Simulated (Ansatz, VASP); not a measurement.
## SiGe2: VASP beside Ansatz

```
CELL_PARAMETERS angstrom
0.00000 3.06084 3.06084
3.06084 0.00000 3.06084
3.06084 3.06084 0.00000
ATOMIC_POSITIONS crystal
Si 0.00000 0.00000 0.00000
Ge 0.75000 0.75000 0.75000
Ge 0.25000 0.25000 0.25000
```

Alike in both runs: functional PBEsol; k mesh 6 × 6 × 6; occupations gaussian, width 0.1 eV; no spin polarisation.

Ansatz relaxed the structure, and its values are those at the end. VASP's run is a single point on that final structure, the one shown.

|  | VASP | Ansatz |
| --- | --- | --- |
| version | VASP 6.6.1 | Ansatz 0.2.0 |
| potentials or method | VASP PAW PBE potentials, release 64 (Si, Ge_d), cutoff 520 eV | scalar-relativistic, plane waves, PAW |
| valence electrons in the cell | 32 | 32 |

Ansatz gave:

| Property | Result |
| --- | --- |
| gap on the k mesh at the Fermi level (eV) | none |
| pressure (GPa) | 0.2 |

Q: What did VASP give for the same quantities?

A: gap on the k mesh at the Fermi level (eV): none; pressure (GPa): 0.1.

VASP's potentials were made for PBE, not for PBEsol. A gap of «none» marks a metal or a gap that the smearing closes. With one functional, cell and mesh, what is left measures potentials, basis and numerics.
